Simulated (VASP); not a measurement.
# C (P6_3/mmc) in VASP: further runs

Runs on C. Level: PBEsol+D3(BJ). Tasks: single point.

All numbers are computed with VASP 6.6.1; they aren't measurements. Logs are shortened: lines on timing, memory, paths and dates and some standing lists are left out, and cuts for length are marked.

## 1. The cell of the first run

Symmetry: P6_3/mmc, No. 194, hexagonal system. Conventional cell: a = 2.553 Å, b = 2.553 Å, c = 6.833 Å, α = 90.00°, β = 90.00°, γ = 120.00°. C (site symmetry -6m2) has 3 C at 1.47 Å within 2.0 Å. C (site symmetry -6m2) has 3 C at 1.47 Å within 2.0 Å.

## 2. Single point, PBEsol+D3(BJ) (9.64 Å³/atom)

Contents of INCAR:

```
SYSTEM = C
ALGO = Normal ; EDIFF = 1E-6
ENCUT = 520 ; GGA = PS
ISIF = 2 ; ISMEAR = 0
IVDW = 12 ; LASPH = .True.
LCHARG = .False. ; LREAL = .False.
LWAVE = .False. ; NBANDS = 16
NELM = 60 ; PREC = Accurate
SIGMA = 0.15
```

Contents of KPOINTS:

```
k-points
0
Gamma
  21 21 8
  0 0 0
```

Contents of POSCAR:

```
C
1.0
    2.5526230709      0.0000000000      0.0000000000
   -1.2763115354      2.2106364256      0.0000000000
    0.0000000000      0.0000000000      6.8333397367
C
4
Direct
    0.0000000000      0.0000000000      0.0025000000
    0.0000000000      0.0000000000      0.5025000000
    0.3333333333      0.6666666667      0.0025000000
    0.6666666667      0.3333333333      0.5025000000
```

Potentials or basis: VASP PAW PBE potentials, release 64 (C).

Command:

```sh
> cat potpaw_PBE.64/C/POTCAR > POTCAR
> mpirun -np 1 vasp_std > vasp.out
```

OUTCAR:

```text
SYSTEM = C
   EDIFF = 1E-6
   ENCUT = 520
   GGA = PS
   ISIF = 2
   ISMEAR = 0
   IVDW = 12
   LASPH = .True.
   LREAL = .False.
   NELM = 60
   PREC = Accurate
 IVDW          = 12

 ion  position               nearest neighbor table
   1  0.000  0.000  0.002-   3 1.47   3 1.47   3 1.47
   2  0.000  0.000  0.502-   4 1.47   4 1.47   4 1.47
   3  0.333  0.667  0.002-   1 1.47   1 1.47   1 1.47
   4  0.667  0.333  0.502-   2 1.47   2 1.47   2 1.47

  LATTYP: Found a hexagonal cell.
 ALAT       =     2.5526230709
 C/A-ratio  =     2.6769873761

  Lattice vectors:

 A1 = (   2.5526230709,   0.0000000000,   0.0000000000)
 A2 = (  -1.2763115354,   2.2106364256,   0.0000000000)
 A3 = (   0.0000000000,   0.0000000000,   6.8333397367)

Analysis of symmetry for initial positions (statically):
=====================================================================
 Subroutine PRICEL returns:
 Original cell was already a primitive cell.

 Routine SETGRP: Setting up the symmetry group for a
 hexagonal supercell.

 Subroutine GETGRP returns: Found 24 space group operations
 (whereof  6 operations were pure point group operations)
 out of a pool of 24 trial point group operations.

The static configuration has the point symmetry C_3v.
 The point group associated with its full space group is D_6h.

Analysis of symmetry for dynamics (positions and initial velocities):
=====================================================================
 Subroutine PRICEL returns:
 Original cell was already a primitive cell.

 Routine SETGRP: Setting up the symmetry group for a
 hexagonal supercell.

 Subroutine GETGRP returns: Found 24 space group operations
 (whereof  6 operations were pure point group operations)
 out of a pool of 24 trial point group operations.

The dynamic configuration has the point symmetry C_3v.
 The point group associated with its full space group is D_6h.

 Subroutine INISYM returns: Found 24 space group operations
 (whereof  6 operations are pure point group operations),
 and found     1 'primitive' translations

----------------------------------------------------------------------------------------

                                     Primitive cell

  volume of cell :      38.5600

  direct lattice vectors                    reciprocal lattice vectors
     2.552623071  0.000000000  0.000000000     0.391753883  0.226179210  0.000000000
    -1.276311535  2.210636426  0.000000000     0.000000000  0.452358420  0.000000000
     0.000000000  0.000000000  6.833339737     0.000000000  0.000000000  0.146341326

  length of vectors
     2.552623071  2.552623071  6.833339737     0.452358420  0.452358420  0.146341326

  position of ions in fractional coordinates (direct lattice)
     0.000000000  0.000000000  0.002500000
     0.000000000  0.000000000  0.502500000
     0.333333333  0.666666667  0.002500000
     0.666666667  0.333333333  0.502500000

  ion indices of the primitive-cell ions
   primitive index   ion index
                 1           1
                 2           2
                 3           3
                 4           4

----------------------------------------------------------------------------------------

 KPOINTS: k-points

Automatic generation of k-mesh.
 Grid dimensions read from file:
 generate k-points for:   21   21    8

 Generating k-lattice:

  Cartesian coordinates                     Fractional coordinates (reciprocal lattice)
     0.018654947  0.010770439  0.000000000     0.047619048  0.000000000  0.000000000
     0.000000000  0.021540877  0.000000000     0.000000000  0.047619048  0.000000000
     0.000000000  0.000000000  0.018292666     0.000000000  0.000000000  0.125000000

  Length of vectors
     0.021540877  0.021540877  0.018292666

  Shift w.r.t. Gamma in fractional coordinates (k-lattice)
     0.000000000  0.000000000  0.000000000

 Subroutine IBZKPT returns following result:
 ===========================================

 Found    240 irreducible k-points:

 Following reciprocal coordinates:
            Coordinates               Weight
  0.000000  0.000000  0.000000      1.000000
  0.047619  0.000000  0.000000      6.000000
  0.095238  0.000000  0.000000      6.000000
  0.142857 -0.000000  0.000000      6.000000
  0.190476  0.000000  0.000000      6.000000
  0.238095  0.000000  0.000000      6.000000
[... 16 lines left out ...]
  0.142857  0.095238  0.000000     12.000000
  0.190476  0.095238  0.000000     12.000000
 [... further k-points ...]
   k-points           NKPTS =    240   k-points in BZ     NKDIM =    240   number of bands    NBANDS=     16
   number of dos      NEDOS =    301   number of ions     NIONS =      4
   total plane-waves  NPLWV =  21600
   dimension x,y,z NGX =    20 NGY =   20 NGZ =   54
   dimension x,y,z NGXF=    40 NGYF=   40 NGZF=  108
   ions per type =               4
   NGX,Y,Z   is equivalent  to a cutoff of  13.03, 13.03, 13.14 a.u.
   NGXF,Y,Z  is equivalent  to a cutoff of  26.05, 26.05, 26.27 a.u.
 SYSTEM =  C
   PREC   = accura    normal or accurate (medium, high low for compatibility)
   ISTART =      0    job   : 0-new  1-cont  2-samecut
   ICHARG =      2    charge: 1-file 2-atom 10-const
   ISPIN  =      1    spin polarized calculation?
   LNONCOLLINEAR =      F non collinear calculations
   LSORBIT =      F    spin-orbit coupling
   LASPH  =      T    aspherical Exc in radial PAW
   ENCUT  =  520.0 eV  38.22 Ry    6.18 a.u.   4.75  4.75 12.71*2*pi/ulx,y,z
   NELM   =     60;   NELMIN=  2; NELMDL= -5     # of ELM steps
   EDIFF  = 0.1E-05   stopping-criterion for ELM
   LREAL  =      F    real-space projection
   EDIFFG = 0.1E-04   stopping-criterion for IOM
   NSW    =      0    number of steps for IOM
   IBRION =     -1    ionic relax: 0-MD 1-quasi-New 2-CG
   NFREE  =      0    steps in history (QN), initial steepest desc. (CG)
   ISIF   =      2    stress and relaxation
   ISYM   =      2    0-nonsym 1-usesym 2-fastsym
   POTIM  = 0.5000    time-step for ionic-motion
   TEBEG  =    0.0;   TEEND  =   0.0 temperature during run
   PSTRESS=    0.0 pullay stress
   NELECT =      16.0000    total number of electrons
   NUPDOWN=      -1.0000    fix difference up-down
   EMIN   =  10.00;   EMAX   =-10.00  energy-range for DOS
   EFERMI =   0.00;   METHOD = LEGACY
   ISMEAR =     0;   SIGMA  =   0.15  broadening in eV -4-tet -1-fermi 0-gaus
   EFERMI_NEDOS =   21; number of points for ismear=-14 and -15
   IALGO  =     38    algorithm
   IMIX   =      4    mixing-type and parameters
     AMIX     =   0.40;   BMIX     =  1.00
     AMIX_MAG =   1.60;   BMIX_MAG =  1.00
  volume/ion in A,a.u.               =       9.64        65.05
  Fermi-wavevector in a.u.,A,eV,Ry     =   1.221057  2.307463 20.286006  1.490979
  Thomas-Fermi vector in A             =   2.356252
   LORBIT       =      0    0 simple, 1 ext, 2 COOP (PROOUT), +10 PAW based schemes
   GGA     = PS    functional components
   LHFCALC =     F    Hartree Fock is set to
   AEXX    =    0.0000 exact exchange contribution
   IVDW    =    12    specifies the selected vdW correction
   LEPSILON=     F    determine dielectric tensor
   LRPA    =     F    only Hartree local field effects (RPA)
 non-spin polarized calculation
 Gauss-broadening in eV      SIGMA  =   0.15
  energy-cutoff  :      520.00
  volume of cell :       38.56
 maximum number of plane-waves:      1058
 NGX is ok and might be reduce to    20
   NGX =  9   NGY =  9   NGZ = 25

 number of electron      15.9999999 magnetization

 Free energy of the ion-electron system (eV)
  ---------------------------------------------------
  ext. energy  EPLUGINS =         0.00000000
  ---------------------------------------------------
  free energy    TOTEN  =       -38.22622906 eV

  energy without entropy =      -38.22535554  energy(sigma->0) =      -38.22579230

 E-fermi :   3.8287     XC(G=0): -10.2126

 val. band max:        3.8238184323   @ k =   0.3333   0.3333   0.5000
 cond. band min:       3.8292309976   @ k =   0.3333   0.3333   0.2500
 fundamental gap:      0.0054125653
 Fermi energy:         3.8287355564

 k-point     1 :       0.0000    0.0000    0.0000
  band No.  band energies     occupation
      1     -14.9480      2.00000
      2     -14.6655      2.00000
      3      -4.0140      2.00000
      4      -2.1041      2.00000
      5       0.8230      2.00000
      6       0.8230      2.00000
[... 8 lines left out ...]
     15      14.0936      0.00000
     16      14.1240      0.00000

 k-point     2 :       0.0476    0.0000    0.0000
  band No.  band energies     occupation
      1     -14.8972      2.00000
      2     -14.6155      2.00000
      3      -3.9533      2.00000
      4      -2.0476      2.00000
      5       0.6072      2.00000
      6       0.6317      2.00000
[... 8 lines left out ...]
     15      14.0536      0.00000
     16      14.1284      0.00000

 k-point     3 :       0.0952    0.0000    0.0000
  band No.  band energies     occupation
      1     -14.7447      2.00000
      2     -14.4658      2.00000
      3      -3.7713      2.00000
      4      -1.8790      2.00000
      5       0.0053      2.00000
      6       0.0431      2.00000
[... 8 lines left out ...]
     15      13.5994      0.00000
     16      14.2582      0.00000

 k-point     4 :       0.1429   -0.0000    0.0000
  band No.  band energies     occupation
      1     -14.4913      2.00000
      2     -14.2168      2.00000
      3      -3.4696      2.00000
      4      -1.6002      2.00000
      5      -0.8809      2.00000
      6      -0.8260      2.00000
[... 8 lines left out ...]
     15      13.2564      0.00000
     16      14.4737      0.00000

 k-point     5 :       0.1905    0.0000    0.0000
  band No.  band energies     occupation
      1     -14.1380      2.00000
      2     -13.8696      2.00000
      3      -3.0506      2.00000
      4      -1.9467      2.00000
      5      -1.8731      2.00000
      6      -1.2150      2.00000
[... 8 lines left out ...]
     15      14.4250      0.00000
     16      14.7659      0.00000

 k-point     6 :       0.2381    0.0000    0.0000
  band No.  band energies     occupation
      1     -13.6863      2.00000
      2     -13.4259      2.00000
      3      -3.1092      2.00000
      4      -3.0164      2.00000
      5      -2.5184      2.00000
      6      -0.9095      2.00000
[... 8 lines left out ...]
     15      15.7177      0.00000
     16      15.7622      0.00000
[... 267 lines left out ...]
 k-point    21 :       0.4762    0.0476    0.0000
  band No.  band energies     occupation
      1     -10.0095      2.00000
      2      -9.9034      2.00000
      3      -8.7387      2.00000
      4      -8.6571      2.00000
      5      -2.4515      2.00000
      6      -2.3908      2.00000
[... 8 lines left out ...]
     15      17.1061      0.00000
     16      18.0017      0.00000

 k-point    22 :       0.0952    0.0952    0.0000
  band No.  band energies     occupation
      1     -14.3397      2.00000
      2     -14.0679      2.00000
      3      -3.2894      2.00000
      4      -1.4341      2.00000
      5      -1.2105      2.00000
      6      -1.1744      2.00000
[... 8 lines left out ...]
     15      13.0246      0.00000
     16      14.5810      0.00000

 k-point    23 :       0.1429    0.0952    0.0000
  band No.  band energies     occupation
      1     -13.9872      2.00000
      2     -13.7214      2.00000
      3      -2.8719      2.00000
      4      -2.1180      2.00000
      5      -2.0652      2.00000
      6      -1.0512      2.00000
[... 8 lines left out ...]
     15      13.6563      0.00000
     16      14.8406      0.00000

 k-point    24 :       0.1905    0.0952    0.0000
  band No.  band energies     occupation
      1     -13.5366      2.00000
      2     -13.2788      2.00000
      3      -3.1694      2.00000
      4      -3.0914      2.00000
      5      -2.3417      2.00000
      6      -1.4554      2.00000
[... 8 lines left out ...]
     15      14.6561      0.00000
     16      15.1466      0.00000

 [... further k-points ...]

------------------------ aborting loop because EDIFF is reached ----------------------------------------

 Edisp (eV)   -0.41820

 E8    (eV) :    -0.2032

  FORCE on cell =-STRESS in cart. coord.  units (eV):
  Direction    XX          YY          ZZ          XY          YZ          ZX
  --------------------------------------------------------------------------------------
  -------------------------------------------------------------------------------------
  Total      -9.59466    -9.59466    -0.21942    -0.00000     0.00000     0.00000
  in kB    -398.66033  -398.66033    -9.11707    -0.00000     0.00000     0.00000
  external pressure =     -268.81 kB  Pullay stress =        0.00 kB

 VOLUME and BASIS-vectors are now :
 -----------------------------------------------------------------------------
  energy-cutoff  :      520.00
  volume of cell :       38.56
      direct lattice vectors                 reciprocal lattice vectors
     2.552623071  0.000000000  0.000000000     0.391753883  0.226179210  0.000000000
    -1.276311535  2.210636426  0.000000000     0.000000000  0.452358420  0.000000000
     0.000000000  0.000000000  6.833339737     0.000000000  0.000000000  0.146341326

 POSITION                                       TOTAL-FORCE (eV/Angst)
 -----------------------------------------------------------------------------------
      0.00000      0.00000      0.01708         0.000000      0.000000      0.000000
      0.00000      0.00000      3.43375        -0.000000      0.000000     -0.000000
     -0.00000      1.47376      0.01708         0.000000     -0.000000     -0.000000
      1.27631      0.73688      3.43375        -0.000000      0.000000     -0.000000
 -----------------------------------------------------------------------------------
    total drift:                               -0.000000     -0.000000      0.000020

  FREE ENERGIE OF THE ION-ELECTRON SYSTEM (eV)
  ---------------------------------------------------
  free  energy   TOTEN  =       -38.6444329986 eV

  energy  without entropy=      -38.6435594714  energy(sigma->0) =      -38.64399623
```

It took 58 s on 1 thread of Intel Xeon 6975P-C (Granite Rapids), shared host; peak memory 0.23 GiB.

What came out:

```
Free energy                : -38.6444 eV
Pressure                   : -26.9 GPa
Band gap on the k mesh     : zero (bands 8 and 9 overlap by 0.03 eV)
Dispersion energy per atom : -0.105 eV
```

Levels at points of the mesh, in eV from the Fermi level:
```tsv
k point	band 5	band 6	band 7	band 8	band 9	band 10	band 11	band 12
(0.00, 0.00, 0.00)	-3.01	-3.01	-2.99	-2.99	4.31	7.64	7.64	7.69
(0.00, 0.00, 0.50)	-3.00	-3.00	-3.00	-3.00	6.83	6.83	7.66	7.66
```

Caveat: the cell stands under tension; the PAW data sets were made with another functional, which shifts forces and pressure a little.

(Part 1 of 3 ends here.)
